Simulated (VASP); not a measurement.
Runs of VASP 6.6.1 on MgBe. The structure is that of space group P-6m2 (No. 187), or close to it. The cells are those of the table. 

| task | cell | k mesh | cutoff (eV) | smearing | gap on the mesh (eV) | pressure (GPa) | relaxed volume (Å³/atom) |
| --- | --- | --- | --- | --- | --- | --- | --- |
| single point | a = 2.891, b = 2.891, c = 4.163 Å, angles 90.0, 90.0, 120.0°, 2 atoms | 9 × 9 × 6 | 520 | gaussian 0.1 eV | none | 0.3 | - |
| single point | a = 2.875, b = 2.875, c = 4.224 Å, angles 90.0, 90.0, 120.0°, 2 atoms | 18 × 18 × 10 | 520 | fermi-dirac 0.15 eV | none | 0.1 | - |
| relaxation of cell and atoms | relaxed from a = 2.869, b = 2.869, c = 4.234 Å, angles 90.0, 90.0, 120.0°, 2 atoms | 18 × 18 × 10 | 600 | fermi-dirac 0.15 eV | none | 0.0 | 15.15 |
| relaxation of cell and atoms | relaxed from a = 2.649, b = 2.649, c = 4.148 Å, angles 90.0, 90.0, 120.0°, 2 atoms | 9 × 9 × 6 | 600 | gaussian 0.1 eV | none | 0.3 | (a) |

Alike in all rows: level PBEsol; potentials or basis VASP PAW PBE potentials, release 64 (Mg, Be); no spin polarisation.

**Question.** Estimate the missing entries.

**Answer.** (a) 15.05.

Caveats: the PAW data sets were made with another functional, which shifts forces and pressure a little; the volume moved by over 15 % at a fixed basis, so the end points are rough (some runs).

A gap of «none» marks levels without a gap at the run's occupations.
